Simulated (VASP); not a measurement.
# CsH (I4/mmm) in VASP: notebook

CsH is run at these levels: r2SCAN; tasks: single point.

Everything below comes from runs of VASP 6.6.1. Logs are shortened: lines on timing, memory, paths and dates and some standing lists are left out, and cuts for length are marked.

## (1) The cell of the first run

The structure is tetragonal, space group I4/mmm (No. 139). The conventional cell has a = 4.599 Å, b = 4.599 Å, c = 6.299 Å, α = 90.00°, β = 90.00°, γ = 90.00°. Cs (site symmetry 4/mmm) has 6 H at 3.15 to 3.25 Å within 4.1 Å. H (site symmetry 4/mmm) has 6 Cs at 3.15 to 3.25 Å within 4.1 Å.

## (2) Single point, r2SCAN (biaxial strain in the a-b plane: +2.0 %)

File POSCAR:

```
CsH
1.0
    3.2517600000      3.2517600000      0.0000000000
   -3.2517600000      3.2517600000      0.0000000000
    0.0000000000      0.0000000000      6.2994880000
Cs H
2 2
Direct
    0.0000000000      0.0000000000      0.0000000000
    0.5000000000      0.5000000000      0.5000000000
    0.5000000000      0.5000000000      0.0000000000
    0.0000000000      0.0000000000      0.5000000000
```

File INCAR.step1:

```
SYSTEM = CsH
PREC     = Accurate       ! precision mode
ENCUT    = 520            ! plane-wave cutoff, eV
ISMEAR   = 0              ! smearing method
SIGMA    = 0.02           ! smearing width, eV
LREAL    = .FALSE.        ! projectors in reciprocal space
LASPH    = .TRUE.         ! aspherical terms in the spheres
NELM     = 80             ! most SCF steps
NBANDS   = 18             ! bands
GGA      = PE             ! functional
ALGO     = Normal         ! electronic algorithm
EDIFF    = 1E-4           ! SCF threshold, eV
LWAVE    = .TRUE.         ! write WAVECAR
LCHARG   = .FALSE.        ! write CHGCAR
```

File INCAR.step2:

```
SYSTEM = CsH
PREC     = Accurate       ! precision mode
ENCUT    = 520            ! plane-wave cutoff, eV
EDIFF    = 1E-6           ! SCF threshold, eV
ISMEAR   = 0              ! smearing method
SIGMA    = 0.02           ! smearing width, eV
LREAL    = .FALSE.        ! projectors in reciprocal space
LASPH    = .TRUE.         ! aspherical terms in the spheres
NELM     = 80             ! most SCF steps
ALGO     = Normal         ! electronic algorithm
ISIF     = 2              ! what is computed and relaxed
LWAVE    = .FALSE.        ! write WAVECAR
LCHARG   = .TRUE.         ! write CHGCAR
METAGGA  = R2SCAN         ! meta-GGA
LMIXTAU  = .TRUE.       
LELF     = .TRUE.         ! ELF
LVHAR    = .TRUE.       
NBANDS   = 18             ! bands
ISTART   = 1
```

File KPOINTS:

```
regular mesh
0
G
  6 6 4
  0 0 0
```

Potentials or basis: VASP PAW PBE potentials, release 64 (Cs_sv, H).

Launch:

```
cat potpaw_PBE.64/Cs_sv/POTCAR potpaw_PBE.64/H/POTCAR > POTCAR
cp INCAR.step1 INCAR
mpirun -np 1 vasp_std > vasp.out
cp INCAR.step2 INCAR
mpirun -np 1 vasp_std > vasp.out
```

OUTCAR:

```text
SYSTEM = CsH
   PREC = Accurate
   ENCUT = 520
   EDIFF = 1E-6
   ISMEAR = 0
   LREAL = .FALSE.
   LASPH = .TRUE.
   NELM = 80
   ISIF = 2
   METAGGA = R2SCAN
   ISTART = 1

 ion  position               nearest neighbor table
   1  0.000  0.000  0.000-
   2  0.500  0.500  0.500-
   3  0.500  0.500  0.000-
   4  0.000  0.000  0.500-

  LATTYP: Found a simple tetragonal cell.
 ALAT       =     4.5986830936
 C/A-ratio  =     1.3698460781

  Lattice vectors:

 A1 = (   3.2517600000,   3.2517600000,   0.0000000000)
 A2 = (  -3.2517600000,   3.2517600000,   0.0000000000)
 A3 = (   0.0000000000,   0.0000000000,   6.2994880000)

Analysis of symmetry for initial positions (statically):
=====================================================================
 Subroutine PRICEL returns following result:

  LATTYP: Found a body centered tetragonal cell.
 ALAT       =     4.5986830936
 C/A-ratio  =     1.3698460781

  Lattice vectors:

 A1 = (   0.0000000000,  -3.2517600000,  -3.1497440000)
 A2 = (   0.0000000000,   3.2517600000,  -3.1497440000)
 A3 = (   3.2517600000,   0.0000000000,   3.1497440000)

   2 primitive cells build up your supercell.

 Routine SETGRP: Setting up the symmetry group for a
 simple tetragonal supercell.

 Subroutine GETGRP returns: Found 16 space group operations
 (whereof 16 operations were pure point group operations)
 out of a pool of 16 trial point group operations.

The static configuration has the point symmetry D_4h.

Analysis of symmetry for dynamics (positions and initial velocities):
=====================================================================
 Subroutine PRICEL returns following result:

  LATTYP: Found a body centered tetragonal cell.
 ALAT       =     4.5986830936
 C/A-ratio  =     1.3698460781

  Lattice vectors:

 A1 = (   0.0000000000,  -3.2517600000,  -3.1497440000)
 A2 = (   0.0000000000,   3.2517600000,  -3.1497440000)
 A3 = (   3.2517600000,   0.0000000000,   3.1497440000)

   2 primitive cells build up your supercell.

 Routine SETGRP: Setting up the symmetry group for a
 simple tetragonal supercell.

 Subroutine GETGRP returns: Found 16 space group operations
 (whereof 16 operations were pure point group operations)
 out of a pool of 16 trial point group operations.

The dynamic configuration has the point symmetry D_4h.

 Subroutine INISYM returns: Found 16 space group operations
 (whereof 16 operations are pure point group operations),
 and found     2 'primitive' translations

----------------------------------------------------------------------------------------

                                     Primitive cell

  volume of cell :      66.6104

  direct lattice vectors                    reciprocal lattice vectors
     0.000000000 -3.251760000 -3.149744000     0.153762885 -0.153762885 -0.158743060
     0.000000000  3.251760000 -3.149744000     0.153762885  0.153762885 -0.158743060
     3.251760000  0.000000000  3.149744000     0.307525771  0.000000000  0.000000000

  length of vectors
     4.527121642  4.527121642  4.527121642     0.269231144  0.269231144  0.307525771

  position of ions in fractional coordinates (direct lattice)
     0.000000000  0.000000000  0.000000000
     0.500000000  0.500000000  0.000000000

  ion indices of the primitive-cell ions
   primitive index   ion index
                 1           1
                 2           4

----------------------------------------------------------------------------------------

 KPOINTS: regular mesh

Automatic generation of k-mesh.
 Grid dimensions read from file:
 generate k-points for:    6    6    4

 Generating k-lattice:

  Cartesian coordinates                     Fractional coordinates (reciprocal lattice)
     0.025627148  0.025627148  0.000000000     0.166666667  0.000000000  0.000000000
    -0.025627148  0.025627148  0.000000000     0.000000000  0.166666667  0.000000000
     0.000000000  0.000000000  0.039685765     0.000000000  0.000000000  0.250000000

  Length of vectors
     0.036242260  0.036242260  0.039685765

[... 47 lines left out ...]
  ---------------------------------------------------
  ext. energy  EPLUGINS =         0.00000000
  ---------------------------------------------------
  free energy    TOTEN  =       -57.97015898 eV

  energy without entropy =      -57.97015898  energy(sigma->0) =      -57.97015898

 E-fermi :  -0.0908     XC(G=0):  -7.4474

 val. band max:       -0.2357565841   @ k =   0.5000   0.0000   0.5000
 cond. band min:       2.4522281555   @ k =   0.5000   0.0000   0.5000
 fundamental gap:      2.6879847396
 Fermi energy:        -0.0908248143

 k-point     1 :       0.0000    0.0000    0.0000
  band No.  band energies     occupation
      1     -22.3036      2.00000
      2     -22.2025      2.00000
      3      -9.0480      2.00000
      4      -8.6995      2.00000
      5      -8.6995      2.00000
      6      -8.4279      2.00000
[... 10 lines left out ...]
     17       7.1324      0.00000
     18       7.5626      0.00000

 k-point     2 :       0.1667    0.0000    0.0000
  band No.  band energies     occupation
      1     -22.2917      2.00000
      2     -22.2038      2.00000
      3      -8.9988      2.00000
      4      -8.7842      2.00000
      5      -8.6733      2.00000
      6      -8.5565      2.00000
[... 10 lines left out ...]
     17       6.5340      0.00000
     18       7.1011      0.00000

 k-point     3 :       0.3333    0.0000    0.0000
  band No.  band energies     occupation
      1     -22.2625      2.00000
      2     -22.2116      2.00000
      3      -8.9324      2.00000
      4      -8.8671      2.00000
      5      -8.8082      2.00000
      6      -8.6068      2.00000
[... 10 lines left out ...]
     17       6.0770      0.00000
     18       7.2471      0.00000

 k-point     4 :       0.5000    0.0000    0.0000
  band No.  band energies     occupation
      1     -22.2317      2.00000
      2     -22.2317      2.00000
      3      -8.9646      2.00000
      4      -8.9646      2.00000
      5      -8.6955      2.00000
      6      -8.6955      2.00000
[... 375 lines left out ...]
      4      -8.9010      2.00000
      5      -8.5568      2.00000
      6      -8.5568      2.00000
[... 10 lines left out ...]
     17       6.4982      0.00000
     18       6.4982      0.00000

 k-point    23 :       0.3333    0.0000    0.5000
  band No.  band energies     occupation
      1     -22.2366      2.00000
      2     -22.2366      2.00000
      3      -9.0987      2.00000
      4      -9.0987      2.00000
      5      -8.5377      2.00000
      6      -8.5377      2.00000
[... 10 lines left out ...]
     17       6.8124      0.00000
     18       6.8124      0.00000

 k-point    24 :       0.5000    0.0000    0.5000
  band No.  band energies     occupation
      1     -22.2311      2.00000
      2     -22.2311      2.00000
      3      -9.1892      2.00000
      4      -9.1892      2.00000
      5      -8.5281      2.00000
      6      -8.5281      2.00000
[... 10 lines left out ...]
     17       7.4442      0.00000
     18       7.4442      0.00000

 [... further k-points ...]
[... 5 lines left out ...]
  --------------------------------------------------------------------------------------
  -------------------------------------------------------------------------------------
  Total       -0.3538111     -0.3538111      0.2188141      0.0000000      0.0000000      0.0000000
  in kB       -4.2551001     -4.2551001      2.6315619      0.0000000      0.0000000      0.0000000
  external PRESSURE =      -1.9595461 kB  Pullay stress =       0.0000000 kB

 VOLUME and BASIS-vectors are now :
 -----------------------------------------------------------------------------
  energy-cutoff  :      520.00
  volume of cell :      133.22
      direct lattice vectors                 reciprocal lattice vectors
     3.251760000  3.251760000  0.000000000     0.153762885  0.153762885  0.000000000
    -3.251760000  3.251760000  0.000000000    -0.153762885  0.153762885  0.000000000
     0.000000000  0.000000000  6.299488000     0.000000000  0.000000000  0.158743060

 POSITION                                       TOTAL-FORCE (eV/Angst)
 -----------------------------------------------------------------------------------
      0.00000      0.00000      0.00000         0.000000      0.000000      0.000000
      0.00000      3.25176      3.14974        -0.000000     -0.000000     -0.000000
      0.00000      3.25176      0.00000         0.000000     -0.000000      0.000000
      0.00000      0.00000      3.14974         0.000000      0.000000      0.000000
 -----------------------------------------------------------------------------------
    total drift:                               -0.000000      0.000000      0.000000

  FREE ENERGIE OF THE ION-ELECTRON SYSTEM (eV)
  ---------------------------------------------------
  free  energy   TOTEN  =       -57.9701589796 eV

  energy  without entropy=      -57.9701589796  energy(sigma->0) =      -57.97015898
```

Run time: 88 s. Hardware: 1 thread of Intel Xeon 6975P-C (Granite Rapids), shared host; peak memory 0.28 GiB.

Results:

| Item | Value |
| --- | --- |
| Free energy | -57.9702 eV |
| Pressure | -0.2 GPa |
| Band gap on the k mesh | 2.69 eV |

Stress tensor (GPa, compression positive):
```
-0.43  0.00  0.00
 0.00 -0.43  0.00
 0.00  0.00  0.26
```

Caveat: the cell differs from its parent crystal (biaxial strain in the a-b plane: +2.0 %); the PAW data sets were made with another functional, which shifts forces and pressure a little; spin-orbit coupling is left out, which moves the levels of the heavy elements. A k mesh can miss the band edges.

## (3) Single point, r2SCAN (biaxial strain in the a-b plane: +4.0 %)

File POSCAR:

```
CsH
1.0
    3.3155200000      3.3155200000      0.0000000000
   -3.3155200000      3.3155200000      0.0000000000
    0.0000000000      0.0000000000      6.2229760000
Cs H
2 2
Direct
    0.0000000000      0.0000000000      0.0000000000
    0.5000000000      0.5000000000      0.5000000000
    0.5000000000      0.5000000000      0.0000000000
    0.0000000000      0.0000000000      0.5000000000
```

File INCAR.step1:

```
SYSTEM = CsH
ALGO = Normal
EDIFF = 1E-4
ENCUT = 520
GGA = PE
ISMEAR = 0
LASPH = .True.
LCHARG = .False.
LREAL = .False.
LWAVE = .True.
NBANDS = 18
NELM = 100
PREC = Accurate
SIGMA = 0.02
```

File INCAR.step2:

```
SYSTEM = CsH
ALGO = Normal
EDIFF = 1E-6
ENCUT = 520
ISIF = 2
ISMEAR = 0
ISTART = 1
LASPH = .True.
LCHARG = .True.
LELF = .True.
LMIXTAU = .True.
LREAL = .False.
LVHAR = .True.
LWAVE = .False.
METAGGA = R2SCAN
NBANDS = 18
NELM = 100
PREC = Accurate
SIGMA = 0.02
```

File KPOINTS:

```
k-points
0
Gamma
  6 6 4
  0 0 0
```

Potentials or basis: VASP PAW PBE potentials, release 64 (Cs_sv, H).

Launch:

```
cat potpaw_PBE.64/Cs_sv/POTCAR potpaw_PBE.64/H/POTCAR > POTCAR
cp INCAR.step1 INCAR
mpirun -np 1 vasp_std > vasp.out
cp INCAR.step2 INCAR
mpirun -np 1 vasp_std > vasp.out
```

Run time: 97 s. Hardware: 1 thread of Intel Xeon 6975P-C (Granite Rapids), shared host; peak memory 0.28 GiB.

Results (log left out):

```
Free energy            : -57.9469 eV
Pressure               : -0.4 GPa
Band gap on the k mesh : 2.70 eV
```

Stress tensor (GPa, compression positive):
```
-0.78  0.00  0.00
 0.00 -0.78  0.00
 0.00  0.00  0.50
```

Levels at points of the mesh, in eV from the valence-band top:
```csv
k point,band 7,band 8,band 9,band 10,band 11,band 12,band 13,band 14
"(0.00, 0.00, 0.00)",-8.23,-8.17,-1.56,-1.03,3.46,5.60,5.60,5.87
"(0.50, 0.00, 0.00)",-8.34,-8.34,-0.50,-0.50,3.66,3.66,4.72,4.72
"(0.50, 0.50, 0.00)",-8.41,-8.41,-1.03,-1.03,3.66,3.66,5.65,5.65
"(0.00, 0.00, 0.50)",-8.37,-8.37,-0.77,-0.77,4.31,4.31,4.95,4.95
"(0.50, 0.00, 0.50)",-8.24,-8.24,0.00,0.00,2.70,2.70,5.04,5.04
"(0.50, 0.50, 0.50)",-8.47,-8.47,-0.52,-0.52,4.49,4.49,4.49,4.49
```

Caveat: the cell differs from its parent crystal (biaxial strain in the a-b plane: +4.0 %); the PAW data sets were made with another functional, which shifts forces and pressure a little; spin-orbit coupling is left out, which moves the levels of the heavy elements. A k mesh can miss the band edges.

## (4) Single point, r2SCAN (biaxial strain in the a-b plane: +4.0 %, then relaxed in part)

POSCAR, as its differences from that of step 3:

```diff
@@ -4,3 +4,3 @@
    -3.3155200000      3.3155200000      0.0000000000
-    0.0000000000      0.0000000000      6.2229760000
+    0.0000000000      0.0000000000      6.3313963289
 Cs H
```

File INCAR.step1:

```
SYSTEM = CsH
PREC = Accurate
ENCUT = 520
ISMEAR = 0
SIGMA = 0.02
LREAL = .FALSE.
LASPH = .TRUE.
NELM = 60
NBANDS = 18
GGA = PE
ALGO = Normal
EDIFF = 1E-4
LWAVE = .TRUE.
LCHARG = .FALSE.
```

File INCAR.step2:

```
SYSTEM = CsH
PREC = Accurate
ENCUT = 520
EDIFF = 1E-6
ISMEAR = 0
SIGMA = 0.02
LREAL = .FALSE.
LASPH = .TRUE.
NELM = 60
ALGO = Normal
ISIF = 2
LWAVE = .FALSE.
LCHARG = .FALSE.
METAGGA = R2SCAN
LMIXTAU = .TRUE.
NBANDS = 18
ISTART = 1
```

File KPOINTS:

```
Automatic mesh
0
G
  6 6 4
  0 0 0
```

Launch:

```
cat potpaw_PBE.64/Cs_sv/POTCAR potpaw_PBE.64/H/POTCAR > POTCAR
cp INCAR.step1 INCAR
mpirun -np 1 vasp_std > vasp.out
cp INCAR.step2 INCAR
mpirun -np 1 vasp_std > vasp.out
```

Wall time 1.7 min (1 thread of Intel Xeon 6975P-C (Granite Rapids), shared host); peak memory 0.28 GiB.

It converged, with:

```
Free energy            : -57.9512 eV
Pressure               : -0.5 GPa
Band gap on the k mesh : 2.73 eV
```

Stress tensor (GPa, compression positive):
```
-0.81  0.00  0.00
 0.00 -0.81  0.00
 0.00  0.00  0.03
```

Levels at points of the mesh, in eV from the valence-band top:
| k point | band 6 | band 7 | band 8 | band 9 | band 10 | band 11 | band 12 | band 13 | band 14 | band 15 |
| --- | --- | --- | --- | --- | --- | --- | --- | --- | --- | --- |
| (0.00, 0.00, 0.00) | -8.23 | -8.23 | -8.19 | -1.52 | -0.97 | 3.53 | 5.62 | 5.62 | 5.82 | 5.96 |
| (0.50, 0.00, 0.00) | -8.45 | -8.33 | -8.33 | -0.45 | -0.45 | 3.68 | 3.68 | 4.67 | 4.67 | 5.84 |
| (0.50, 0.50, 0.00) | -8.42 | -8.41 | -8.41 | -0.97 | -0.97 | 3.67 | 3.67 | 5.65 | 5.65 | 8.14 |
| (0.00, 0.00, 0.50) | -8.36 | -8.36 | -8.36 | -0.78 | -0.78 | 4.34 | 4.34 | 4.87 | 4.87 | 6.34 |
| (0.50, 0.00, 0.50) | -8.33 | -8.26 | -8.26 | 0.00 | 0.00 | 2.73 | 2.73 | 5.11 | 5.11 | 5.44 |
| (0.50, 0.50, 0.50) | -8.62 | -8.46 | -8.46 | -0.52 | -0.52 | 4.50 | 4.50 | 4.50 | 4.50 | 5.86 |

Caveat: the cell differs from its parent crystal (biaxial strain in the a-b plane: +4.0 %, then relaxed in part); the PAW data sets were made with another functional, which shifts forces and pressure a little; spin-orbit coupling is left out, which moves the levels of the heavy elements. A k mesh can miss the band edges.

## (5) Single point, r2SCAN (biaxial strain in the a-b plane: +6.0 %)

File POSCAR:

```
CsH
1.0
    3.3792800000      3.3792800000      0.0000000000
   -3.3792800000      3.3792800000      0.0000000000
    0.0000000000      0.0000000000      6.1464640000
Cs H
2 2
Direct
    0.0000000000      0.0000000000      0.0000000000
    0.5000000000      0.5000000000      0.5000000000
    0.5000000000      0.5000000000      0.0000000000
    0.0000000000      0.0000000000      0.5000000000
```

File INCAR.step1:

```
PREC = Accurate
ENCUT = 520
ISMEAR = 0
SIGMA = 0.02
LREAL = False
LASPH = True
NELM = 100
NBANDS = 18
GGA = PE
ALGO = Normal
EDIFF = 1E-4
LWAVE = True
LCHARG = False
```

File INCAR.step2:

```
PREC = Accurate
ENCUT = 520
EDIFF = 1E-6
ISMEAR = 0
SIGMA = 0.02
LREAL = False
LASPH = True
NELM = 100
ALGO = Normal
ISIF = 2
LWAVE = False
LCHARG = False
METAGGA = R2SCAN
LMIXTAU = True
NBANDS = 18
ISTART = 1
```

File KPOINTS:

```
Automatic mesh
0
Gamma
  6 6 4
```

Launch:

```
cat potpaw_PBE.64/Cs_sv/POTCAR potpaw_PBE.64/H/POTCAR > POTCAR
cp INCAR.step1 INCAR
mpirun -np 1 vasp_std > vasp.out
cp INCAR.step2 INCAR
mpirun -np 1 vasp_std > vasp.out
```

Wall time 1.7 min (1 thread of Intel Xeon 6975P-C (Granite Rapids), shared host); peak memory 0.27 GiB.

Results (log left out):

* Free energy: -57.9103 eV
* Pressure: -0.4 GPa
* Band gap on the k mesh: 2.70 eV

Stress tensor (GPa, compression positive):
```
-1.05  0.00  0.00
 0.00 -1.05  0.00
 0.00  0.00  0.77
```

Levels at points of the mesh, in eV from the valence-band top:
| k point | band 7 | band 8 | band 9 | band 10 | band 11 | band 12 | band 13 | band 14 |
| --- | --- | --- | --- | --- | --- | --- | --- | --- |
| (0.00, 0.00, 0.00) | -8.28 | -8.18 | -1.53 | -0.99 | 3.42 | 5.56 | 5.56 | 5.65 |
| (0.50, 0.00, 0.00) | -8.39 | -8.39 | -0.55 | -0.55 | 3.62 | 3.62 | 4.80 | 4.80 |
| (0.50, 0.50, 0.00) | -8.41 | -8.41 | -0.99 | -0.99 | 3.74 | 3.74 | 5.45 | 5.45 |
| (0.00, 0.00, 0.50) | -8.42 | -8.42 | -0.70 | -0.70 | 4.30 | 4.30 | 4.99 | 4.99 |
| (0.50, 0.00, 0.50) | -8.26 | -8.26 | 0.00 | 0.00 | 2.70 | 2.70 | 4.93 | 4.93 |
| (0.50, 0.50, 0.50) | -8.48 | -8.48 | -0.44 | -0.44 | 4.43 | 4.43 | 4.43 | 4.43 |

Caveat: the cell differs from its parent crystal (biaxial strain in the a-b plane: +6.0 %); the PAW data sets were made with another functional, which shifts forces and pressure a little; spin-orbit coupling is left out, which moves the levels of the heavy elements.

## (6) Overview

| cell | gap on the mesh (eV) | pressure (GPa) |
| --- | --- | --- |
| a = 4.599, b = 4.599, c = 6.299 Å, 4 atoms | 2.69 | -0.2 |
| a = 4.689, b = 4.689, c = 6.223 Å, 4 atoms | 2.70 | -0.4 |
| a = 4.689, b = 4.689, c = 6.331 Å, 4 atoms | 2.73 | -0.5 |
| a = 4.779, b = 4.779, c = 6.146 Å, 4 atoms | 2.70 | -0.4 |

Alike in all rows: task single point; level r2SCAN; potentials or basis VASP PAW PBE potentials, release 64 (Cs_sv, H); no spin polarisation; k mesh 6 × 6 × 4; cutoff (eV) 520; smearing gaussian 0.02 eV.

Caveats: the PAW data sets were made with another functional, which shifts forces and pressure a little; spin-orbit coupling is left out, which moves the levels of the heavy elements.

Absolute energies hang on the potentials; compare differences alone.
